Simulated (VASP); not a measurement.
# TePb (I4/mmm) in VASP: further runs, part 2 of 2

VASP 6.6.1.

## 4. Single point, LDA (in-plane strain +0.02, then relaxed in part)

Input file INCAR:

```
ALGO = Normal ; EDIFF = 1E-6
ENCUT = 500 ; GGA = CA
GGA_COMPAT = F ; ISIF = 2
ISMEAR = 0 ; LASPH = T
LCHARG = F ; LREAL = F
LWAVE = F ; NBANDS = 17
NELM = 120 ; PREC = Accurate
SIGMA = 0.01
```

Input file KPOINTS:

```
k-points
0
Gamma
  6 6 6
```

Input file POSCAR:

```
TePb
1.0
    3.2547304084      3.2547304084      0.0000000000
   -3.2547304084      3.2547304084      0.0000000000
    0.0000000000      3.2547304084      3.1861928106
Te Pb
1 1
Direct
    0.5000000000      0.5000000000      0.0000000000
    0.0000000000      0.0000000000      0.0000000000
```

Potentials or basis: VASP PAW LDA potentials, release 64 (Te, Pb_d).

Started as:

```bash
> cat potpaw_LDA.64/Te/POTCAR potpaw_LDA.64/Pb_d/POTCAR > POTCAR
> mpirun -np 1 vasp_std > vasp.out
```

OUTCAR:

```text
EDIFF = 1E-6
   ENCUT = 500
   GGA = CA
   ISIF = 2
   ISMEAR = 0
   LASPH = T
   LREAL = F
   NELM = 120
   PREC = Accurate

 ion  position               nearest neighbor table
   1  0.500  0.500  0.000-   2 3.19   2 3.19   2 3.25   2 3.25   2 3.25   2 3.25
   2  0.000  0.000  0.000-   1 3.19   1 3.19   1 3.25   1 3.25   1 3.25   1 3.25

  LATTYP: Found a body centered tetragonal cell.
 ALAT       =     4.6028838854
 C/A-ratio  =     1.3844332770

  Lattice vectors:

 A1 = (   3.2547304084,   0.0000000000,  -3.1861928106)
 A2 = (  -3.2547304084,   0.0000000000,  -3.1861928106)
 A3 = (   0.0000000000,   3.2547304084,   3.1861928106)

Analysis of symmetry for initial positions (statically):
=====================================================================
 Subroutine PRICEL returns:
 Original cell was already a primitive cell.

 Routine SETGRP: Setting up the symmetry group for a
 body centered tetragonal supercell.

 Subroutine GETGRP returns: Found 16 space group operations
 (whereof 16 operations were pure point group operations)
 out of a pool of 16 trial point group operations.

The static configuration has the point symmetry D_4h.

Analysis of symmetry for dynamics (positions and initial velocities):
=====================================================================
 Subroutine PRICEL returns:
 Original cell was already a primitive cell.

 Routine SETGRP: Setting up the symmetry group for a
 body centered tetragonal supercell.

 Subroutine GETGRP returns: Found 16 space group operations
 (whereof 16 operations were pure point group operations)
 out of a pool of 16 trial point group operations.

The dynamic configuration has the point symmetry D_4h.

 Subroutine INISYM returns: Found 16 space group operations
 (whereof 16 operations are pure point group operations),
 and found     1 'primitive' translations

----------------------------------------------------------------------------------------

                                     Primitive cell

  volume of cell :      67.5044

  direct lattice vectors                    reciprocal lattice vectors
     3.254730408  3.254730408  0.000000000     0.153622555  0.153622555 -0.156927101
    -3.254730408  3.254730408  0.000000000    -0.153622555  0.153622555 -0.156927101
     0.000000000  3.254730408  3.186192811     0.000000000  0.000000000  0.313854201

  length of vectors
     4.602883885  4.602883885  4.554678326     0.268003533  0.268003533  0.313854201

  position of ions in fractional coordinates (direct lattice)
     0.500000000  0.500000000  0.000000000
     0.000000000  0.000000000  0.000000000

  ion indices of the primitive-cell ions
   primitive index   ion index
                 1           1
                 2           2

----------------------------------------------------------------------------------------

 KPOINTS: k-points

Automatic generation of k-mesh.
 Grid dimensions read from file:
 generate k-points for:    6    6    6

 Generating k-lattice:

  Cartesian coordinates                     Fractional coordinates (reciprocal lattice)
     0.025603759  0.025603759 -0.026154517     0.166666667  0.000000000  0.000000000
    -0.025603759  0.025603759 -0.026154517     0.000000000  0.166666667  0.000000000
     0.000000000  0.000000000  0.052309034     0.000000000  0.000000000  0.166666667

  Length of vectors
     0.044667255  0.044667255  0.052309034

  Shift w.r.t. Gamma in fractional coordinates (k-lattice)
     0.000000000  0.000000000  0.000000000

 Subroutine IBZKPT returns following result:
 ===========================================

 Found     30 irreducible k-points:

 Following reciprocal coordinates:
            Coordinates               Weight
  0.000000  0.000000  0.000000      1.000000
  0.166667  0.000000 -0.000000      8.000000
  0.333333  0.000000  0.000000      8.000000
  0.500000  0.000000  0.000000      4.000000
  0.166667  0.166667 -0.000000      8.000000
  0.333333  0.166667  0.000000     16.000000
[... 16 lines left out ...]
 -0.333333 -0.333333  0.166667      4.000000
 -0.166667 -0.333333  0.166667     16.000000
 [... further k-points ...]
   k-points           NKPTS =     30   k-points in BZ     NKDIM =     30   number of bands    NBANDS=     17
   number of dos      NEDOS =    301   number of ions     NIONS =      2
   total plane-waves  NPLWV =  46656
   dimension x,y,z NGX =    36 NGY =   36 NGZ =   36
   dimension x,y,z NGXF=    72 NGYF=   72 NGZF=   72
   ions per type =               1   1
   NGX,Y,Z   is equivalent  to a cutoff of  13.00, 13.00, 13.14 a.u.
   NGXF,Y,Z  is equivalent  to a cutoff of  26.00, 26.00, 26.28 a.u.
 SYSTEM =  unknown system
   PREC   = accura    normal or accurate (medium, high low for compatibility)
   ISTART =      0    job   : 0-new  1-cont  2-samecut
   ICHARG =      2    charge: 1-file 2-atom 10-const
   ISPIN  =      1    spin polarized calculation?
   LNONCOLLINEAR =      F non collinear calculations
   LSORBIT =      F    spin-orbit coupling
   LASPH  =      T    aspherical Exc in radial PAW
   ENCUT  =  500.0 eV  36.75 Ry    6.06 a.u.   8.39  8.39  8.30*2*pi/ulx,y,z
   NELM   =    120;   NELMIN=  2; NELMDL= -5     # of ELM steps
   EDIFF  = 0.1E-05   stopping-criterion for ELM
   LREAL  =      F    real-space projection
   EDIFFG = 0.1E-04   stopping-criterion for IOM
   NSW    =      0    number of steps for IOM
   IBRION =     -1    ionic relax: 0-MD 1-quasi-New 2-CG
   NFREE  =      0    steps in history (QN), initial steepest desc. (CG)
   ISIF   =      2    stress and relaxation
   ISYM   =      2    0-nonsym 1-usesym 2-fastsym
   POTIM  = 0.5000    time-step for ionic-motion
   TEBEG  =    0.0;   TEEND  =   0.0 temperature during run
   PSTRESS=    0.0 pullay stress
   NELECT =      20.0000    total number of electrons
   NUPDOWN=      -1.0000    fix difference up-down
   EMIN   =  10.00;   EMAX   =-10.00  energy-range for DOS
   EFERMI =   0.00;   METHOD = LEGACY
   ISMEAR =     0;   SIGMA  =   0.01  broadening in eV -4-tet -1-fermi 0-gaus
   EFERMI_NEDOS =   21; number of points for ismear=-14 and -15
   IALGO  =     38    algorithm
   IMIX   =      4    mixing-type and parameters
     AMIX     =   0.40;   BMIX     =  1.00
     AMIX_MAG =   1.60;   BMIX_MAG =  1.00
  volume/ion in A,a.u.               =      33.75       227.77
  Fermi-wavevector in a.u.,A,eV,Ry     =   1.091375  2.062400 16.205901  1.191100
  Thomas-Fermi vector in A             =   2.227619
   LORBIT       =      0    0 simple, 1 ext, 2 COOP (PROOUT), +10 PAW based schemes
   GGA     = CA    functional components
   LHFCALC =     F    Hartree Fock is set to
   AEXX    =    0.0000 exact exchange contribution
   IVDW    =     0    specifies the selected vdW correction
   LEPSILON=     F    determine dielectric tensor
   LRPA    =     F    only Hartree local field effects (RPA)
 non-spin polarized calculation
 Gauss-broadening in eV      SIGMA  =   0.01
  energy-cutoff  :      500.00
  volume of cell :       67.50
 maximum number of plane-waves:      1735
 NGX is ok and might be reduce to    36
   NGX = 17   NGY = 17   NGZ = 17

 number of electron      20.0000004 magnetization

 Free energy of the ion-electron system (eV)
  ---------------------------------------------------
  ext. energy  EPLUGINS =         0.00000000
  ---------------------------------------------------
  free energy    TOTEN  =        -8.75598878 eV

  energy without entropy =       -8.75598878  energy(sigma->0) =       -8.75598878

 E-fermi :   5.4698     XC(G=0):  -9.5714

 val. band max:        5.4169259345   @ k =   0.5000   0.0000   0.0000
 cond. band min:       6.0307934445   @ k =   0.5000   0.0000   0.0000
 fundamental gap:      0.6138675100
 Fermi energy:         5.4698105451

 k-point     1 :       0.0000    0.0000    0.0000
  band No.  band energies     occupation
      1     -11.2671      2.00000
      2     -11.2607      2.00000
      3     -11.2530      2.00000
      4     -11.2481      2.00000
      5     -11.2481      2.00000
      6      -6.6460      2.00000
[... 9 lines left out ...]
     16      11.2717      0.00000
     17      12.6796      0.00000

 k-point     2 :       0.1667    0.0000   -0.0000
  band No.  band energies     occupation
      1     -11.2697      2.00000
      2     -11.2644      2.00000
      3     -11.2510      2.00000
      4     -11.2456      2.00000
      5     -11.2442      2.00000
      6      -6.4100      2.00000
[... 9 lines left out ...]
     16      11.7165      0.00000
     17      14.2479      0.00000
[... 421 lines left out ...]
 k-point    24 :      -0.1667   -0.3333    0.1667
  band No.  band energies     occupation
      1     -11.3015      2.00000
      2     -11.2687      2.00000
      3     -11.2464      2.00000
      4     -11.2386      2.00000
      5     -11.2239      2.00000
      6      -4.9100      2.00000
[... 9 lines left out ...]
     16      15.6098      0.00000
     17      15.9194      0.00000

 [... further k-points ...]
[... 5 lines left out ...]
  --------------------------------------------------------------------------------------
  -------------------------------------------------------------------------------------
  Total       -1.0260295     -1.0260295      0.0202485      0.0000000      0.0000000      0.0000000
  in kB      -24.3522071    -24.3522071      0.4805873      0.0000000      0.0000000      0.0000000
  external PRESSURE =     -16.0746090 kB  Pullay stress =       0.0000000 kB

 VOLUME and BASIS-vectors are now :
 -----------------------------------------------------------------------------
  energy-cutoff  :      500.00
  volume of cell :       67.50
      direct lattice vectors                 reciprocal lattice vectors
     3.254730408  3.254730408  0.000000000     0.153622555  0.153622555 -0.156927101
    -3.254730408  3.254730408  0.000000000    -0.153622555  0.153622555 -0.156927101
     0.000000000  3.254730408  3.186192811     0.000000000  0.000000000  0.313854201

 POSITION                                       TOTAL-FORCE (eV/Angst)
 -----------------------------------------------------------------------------------
      0.00000      3.25473      0.00000        -0.000000      0.000000      0.000000
      0.00000      0.00000      0.00000         0.000000     -0.000000      0.000000
 -----------------------------------------------------------------------------------
    total drift:                                0.000000      0.000000     -0.000000

  FREE ENERGIE OF THE ION-ELECTRON SYSTEM (eV)
  ---------------------------------------------------
  free  energy   TOTEN  =        -8.7559887770 eV

  energy  without entropy=       -8.7559887770  energy(sigma->0) =       -8.75598878
```

OSZICAR:

```text
N       E                     dE             d eps       ncg     rms          rms(c)
DAV:   1     0.143366289278E+03    0.14337E+03   -0.90270E+03  1020   0.110E+03
DAV:   2     0.127256691451E+01   -0.14209E+03   -0.13819E+03  1083   0.283E+02
DAV:   3    -0.860157828869E+01   -0.98741E+01   -0.97806E+01  1330   0.809E+01
DAV:   4    -0.887608177855E+01   -0.27450E+00   -0.27436E+00  1304   0.149E+01
DAV:   5    -0.888599632988E+01   -0.99146E-02   -0.99142E-02  1504   0.256E+00    0.338E+00
DAV:   6    -0.876451724175E+01    0.12148E+00   -0.26246E-01  1504   0.365E+00    0.211E+00
DAV:   7    -0.875669653136E+01    0.78207E-02   -0.68243E-02  1345   0.129E+00    0.904E-01
DAV:   8    -0.875609772675E+01    0.59880E-03   -0.77112E-03  1296   0.842E-01    0.113E-01
DAV:   9    -0.875599956064E+01    0.98166E-04   -0.11785E-03  1548   0.314E-01    0.385E-02
DAV:  10    -0.875598889213E+01    0.10669E-04   -0.81130E-05  1343   0.698E-02    0.243E-02
DAV:  11    -0.875598862185E+01    0.27027E-06   -0.18861E-05  1387   0.270E-02    0.933E-03
DAV:  12    -0.875598877704E+01   -0.15518E-06   -0.13685E-06   916   0.117E-02
   1 F= -.87559888E+01 E0= -.87559888E+01  d E =-.746039E-16
```

It took 28 s on 1 thread of Intel Xeon Platinum 8488C (Sapphire Rapids), shared host; peak memory 0.19 GiB.

What came out:

```yaml
Free_energy: -8.7560 eV
Pressure: -1.6 GPa
Band_gap_on_the_k_mesh: 0.61 eV, direct
```

Caveat: the cell differs from its parent crystal (in-plane strain +0.02, then relaxed in part); spin-orbit coupling is left out, which moves the levels of the heavy elements. A k mesh can miss the band edges.

## 5. Single point, LDA (film at in-plane strain +0.02)

Input file INCAR:

```
SYSTEM = TePb
  ALGO = Normal
  EDIFF = 1E-6
  ENCUT = 500
  GGA_COMPAT = .FALSE.
  ISIF = 2
  ISMEAR = 0
  LASPH = .TRUE.
  LCHARG = .TRUE.
  LELF = .TRUE.
  LREAL = .FALSE.
  LVHAR = .TRUE.
  LWAVE = .FALSE.
  NBANDS = 17
  NELM = 120
  PREC = Accurate
  SIGMA = 0.01
```

Input file KPOINTS:

```
k-points
0
G
  6 6 6
  0 0 0
```

POSCAR is that of step 4.

Potentials or basis: VASP PAW LDA potentials, release 64 (Te, Pb_d).

Started as:

```bash
> cat potpaw_LDA.64/Te/POTCAR potpaw_LDA.64/Pb_d/POTCAR > POTCAR
> mpirun -np 1 vasp_std > vasp.out
```

OUTCAR:

```text
SYSTEM = TePb
   EDIFF = 1E-6
   ENCUT = 500
   ISIF = 2
   ISMEAR = 0
   LASPH = .TRUE.
   LREAL = .FALSE.
   NELM = 120
   PREC = Accurate

 ion  position               nearest neighbor table
   1  0.500  0.500  0.000-   2 3.19   2 3.19   2 3.25   2 3.25   2 3.25   2 3.25
   2  0.000  0.000  0.000-   1 3.19   1 3.19   1 3.25   1 3.25   1 3.25   1 3.25

  LATTYP: Found a body centered tetragonal cell.
 ALAT       =     4.6028838854
 C/A-ratio  =     1.3844332770

  Lattice vectors:

 A1 = (   3.2547304084,   0.0000000000,  -3.1861928106)
 A2 = (  -3.2547304084,   0.0000000000,  -3.1861928106)
 A3 = (   0.0000000000,   3.2547304084,   3.1861928106)

Analysis of symmetry for initial positions (statically):
=====================================================================
 Subroutine PRICEL returns:
 Original cell was already a primitive cell.

 Routine SETGRP: Setting up the symmetry group for a
 body centered tetragonal supercell.

 Subroutine GETGRP returns: Found 16 space group operations
 (whereof 16 operations were pure point group operations)
 out of a pool of 16 trial point group operations.
[... 157 lines left out ...]
  ---------------------------------------------------
  ext. energy  EPLUGINS =         0.00000000
  ---------------------------------------------------
  free energy    TOTEN  =        -8.75598878 eV

  energy without entropy =       -8.75598878  energy(sigma->0) =       -8.75598878

 E-fermi :   5.4698     XC(G=0):  -9.5714

 val. band max:        5.4169259345   @ k =   0.5000   0.0000   0.0000
 cond. band min:       6.0307934445   @ k =   0.5000   0.0000   0.0000
 fundamental gap:      0.6138675100
 Fermi energy:         5.4698105451

 k-point     1 :       0.0000    0.0000    0.0000
  band No.  band energies     occupation
      1     -11.2671      2.00000
      2     -11.2607      2.00000
      3     -11.2530      2.00000
      4     -11.2481      2.00000
      5     -11.2481      2.00000
      6      -6.6460      2.00000
[... 457 lines left out ...]
      4     -11.2386      2.00000
      5     -11.2239      2.00000
      6      -4.9100      2.00000
[... 9 lines left out ...]
     16      15.6098      0.00000
     17      15.9194      0.00000

 [... further k-points ...]
[... 5 lines left out ...]
  --------------------------------------------------------------------------------------
  -------------------------------------------------------------------------------------
  Total       -1.0260295     -1.0260295      0.0202485      0.0000000      0.0000000      0.0000000
  in kB      -24.3522071    -24.3522071      0.4805873      0.0000000      0.0000000      0.0000000
  external PRESSURE =     -16.0746090 kB  Pullay stress =       0.0000000 kB

 VOLUME and BASIS-vectors are now :
 -----------------------------------------------------------------------------
  energy-cutoff  :      500.00
  volume of cell :       67.50
      direct lattice vectors                 reciprocal lattice vectors
     3.254730408  3.254730408  0.000000000     0.153622555  0.153622555 -0.156927101
    -3.254730408  3.254730408  0.000000000    -0.153622555  0.153622555 -0.156927101
     0.000000000  3.254730408  3.186192811     0.000000000  0.000000000  0.313854201

 POSITION                                       TOTAL-FORCE (eV/Angst)
 -----------------------------------------------------------------------------------
      0.00000      3.25473      0.00000        -0.000000      0.000000      0.000000
      0.00000      0.00000      0.00000         0.000000     -0.000000      0.000000
 -----------------------------------------------------------------------------------
    total drift:                                0.000000      0.000000     -0.000000

  FREE ENERGIE OF THE ION-ELECTRON SYSTEM (eV)
  ---------------------------------------------------
  free  energy   TOTEN  =        -8.7559887770 eV

  energy  without entropy=       -8.7559887770  energy(sigma->0) =       -8.75598878
```

OSZICAR:

```text
N       E                     dE             d eps       ncg     rms          rms(c)
DAV:   1     0.143366289278E+03    0.14337E+03   -0.90270E+03  1020   0.110E+03
DAV:   2     0.127256691451E+01   -0.14209E+03   -0.13819E+03  1083   0.283E+02
DAV:   3    -0.860157828869E+01   -0.98741E+01   -0.97806E+01  1330   0.809E+01
DAV:   4    -0.887608177855E+01   -0.27450E+00   -0.27436E+00  1304   0.149E+01
DAV:   5    -0.888599632988E+01   -0.99146E-02   -0.99142E-02  1504   0.256E+00    0.338E+00
DAV:   6    -0.876451724175E+01    0.12148E+00   -0.26246E-01  1504   0.365E+00    0.211E+00
DAV:   7    -0.875669653136E+01    0.78207E-02   -0.68243E-02  1345   0.129E+00    0.904E-01
DAV:   8    -0.875609772675E+01    0.59880E-03   -0.77112E-03  1296   0.842E-01    0.113E-01
DAV:   9    -0.875599956064E+01    0.98166E-04   -0.11785E-03  1548   0.314E-01    0.385E-02
DAV:  10    -0.875598889213E+01    0.10669E-04   -0.81130E-05  1343   0.698E-02    0.243E-02
DAV:  11    -0.875598862185E+01    0.27027E-06   -0.18861E-05  1387   0.270E-02    0.933E-03
DAV:  12    -0.875598877704E+01   -0.15518E-06   -0.13685E-06   916   0.117E-02
   1 F= -.87559888E+01 E0= -.87559888E+01  d E =-.746039E-16
```

stdout:

```text
POSCAR found type information on POSCAR TePb
 POSCAR found :  2 types and       2 ions
 scaLAPACK will be used
 LDA part: xc-table for (Slater(with rela. corr.)+CA(PZ))
 , standard interpolation
 POSCAR, INCAR and KPOINTS ok, starting setup
 FFT: planning ... GRIDC
 FFT: planning ... GRID_SOFT
 FFT: planning ... GRID
 WAVECAR not read
 entering main loop
```

Run time: 28 s. Hardware: 1 thread of Intel Xeon Platinum 8488C (Sapphire Rapids), shared host; peak memory 0.19 GiB.

What came out:

```
Free energy            : -8.7560 eV
Pressure               : -1.6 GPa
Band gap on the k mesh : 0.61 eV, direct
```

Caveat: the cell differs from its parent crystal (film at in-plane strain +0.02); spin-orbit coupling is left out, which moves the levels of the heavy elements. A k mesh can miss the band edges.

## 6. Summary

| cell | gap on the mesh (eV) | pressure (GPa) |
| --- | --- | --- |
| a = 4.558, b = 4.558, c = 4.522 Å, angles 59.7, 59.7, 90.0°, 2 atoms | 0.57 | -0.6 |
| a = 4.558, b = 4.558, c = 4.533 Å, angles 59.8, 59.8, 90.0°, 2 atoms | 0.59 | -0.8 |
| a = 4.603, b = 4.603, c = 4.555 Å, angles 59.6, 59.6, 90.0°, 2 atoms | 0.61 | -1.6 |

Alike in all rows: task single point; level LDA; potentials or basis VASP PAW LDA potentials, release 64 (Te, Pb_d); no spin polarisation; k mesh 6 × 6 × 6; cutoff (eV) 500; smearing gaussian 0.01 eV.

Caveats: spin-orbit coupling is left out, which moves the levels of the heavy elements.

Total energies depend on the potentials used, so only differences within one code and one set of settings carry meaning.
